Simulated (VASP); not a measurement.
AlNi3:

```
CELL_PARAMETERS angstrom
0.00000 2.80189 2.80189
2.80189 0.00000 2.80189
2.80189 2.80189 0.00000
ATOMIC_POSITIONS crystal
Ni 0.75000 0.75000 0.75000
Ni 0.00000 0.00000 0.00000
Ni 0.25000 0.25000 0.25000
Al 0.50000 0.50000 0.50000
```

Program: VASP 6.6.1. Alike in all runs: task single point; level PBEsol; potentials or basis VASP PAW PBE potentials, release 64 (Ni, Al); cell as given; k mesh 7 × 7 × 7; cutoff (eV) 520; smearing fermi-dirac 0.05 eV.

Problem. Order these runs on this cell by their pressure, lowest first.
A. spin collinear, zero start; fixed moment (μB) 0.0
B. spin collinear, ferromagnetic start; fixed moment (μB) 1.5
C. spin collinear, ferromagnetic start; fixed moment (μB) 2.2
D. spin collinear, ferromagnetic start; fixed moment (μB) 3.8
E. spin collinear, ferromagnetic start; fixed moment (μB) 4.5

Solution. A (-0.5 GPa), B (1.4 GPa), C (3.4 GPa), D (9.9 GPa), E (13.8 GPa).

Caveats: the PAW data sets were made with another functional, which shifts forces and pressure a little; the total moment is fixed, so each spin has its own Fermi level.
